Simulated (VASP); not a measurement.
Write the native input for VASP 6.6.1 that does the following.

```yaml
Task: electric field gradients
Functional: PBEsol
Potentials_or_basis: VASP PAW PBE potentials, release 64 (Se)
Cutoff: 520 eV
k_mesh: 6 × 6 × 5
Occupations: fermi-dirac, width 0.03 eV
Spin: no spin polarisation
Dipole_correction: no
Further_INCAR_settings: ALGO = Normal; EDIFF = 1e-08; NBANDS = 16
```

The structure of Se lies in POSCAR:

```
Se
1.0
    4.3661999489      0.0000000000      0.0000000000
   -2.1830999745      3.7812400738      0.0000000000
    0.0000000000      0.0000000000      5.0031360000
Se
3
Direct
    0.2254000000      0.0000000000      0.3333333333
    0.0000000000      0.2254000000      0.6666666667
    0.7746000000      0.7746000000      0.0000000000
```

This cell differs from its parent crystal: zz strain of +1 %.

These files were run (other wordings do the same):

INCAR

```
PREC     = Accurate       # precision mode
ENCUT    = 520            # plane-wave cutoff, eV
EDIFF    = 1E-8           # SCF threshold, eV
ISMEAR   = -1             # smearing method
SIGMA    = 0.03           # smearing width, eV
LREAL    = False          # projectors in reciprocal space
LASPH    = True           # aspherical terms in the spheres
NELM     = 80             # most SCF steps
ALGO     = Normal         # electronic algorithm
ISIF     = 2              # what is computed and relaxed
LWAVE    = False          # write WAVECAR
LCHARG   = False          # write CHGCAR
GGA      = PS             # functional
LEFG     = True         
NBANDS   = 16             # bands
```

KPOINTS

```
regular mesh
0
Gamma
  6 6 5
```

Potentials or basis: VASP PAW PBE potentials, release 64 (Se).

The run is started by

```bash
$ cat potpaw_PBE.64/Se/POTCAR > POTCAR
$ mpirun -np 1 vasp_std > vasp.out
```

It gave:

| Property | Result |
| --- | --- |
| Pressure | -0.4 GPa |
| Largest force | 0.214 eV/Å |
| Band gap on the k mesh | 1.25 eV (least direct gap 1.37 eV) |
| Largest electric field gradient by atom | Se -490.5 V/Å² |

Caveat: the cell differs from its parent crystal (zz strain of +1 %); without QUAD_EFG the Cq values of the log hold for a quadrupole moment of 1 mb, not for the nuclei; the PAW data sets were made with another functional, which shifts forces and pressure a little; an odd mesh through Γ misses points on the zone boundary, where band edges can lie.

Wall time 37 s on 1 thread of AMD EPYC 7R43 64-Core Processor (Zen 3), with other jobs on the host, peak memory 0.16 GiB.
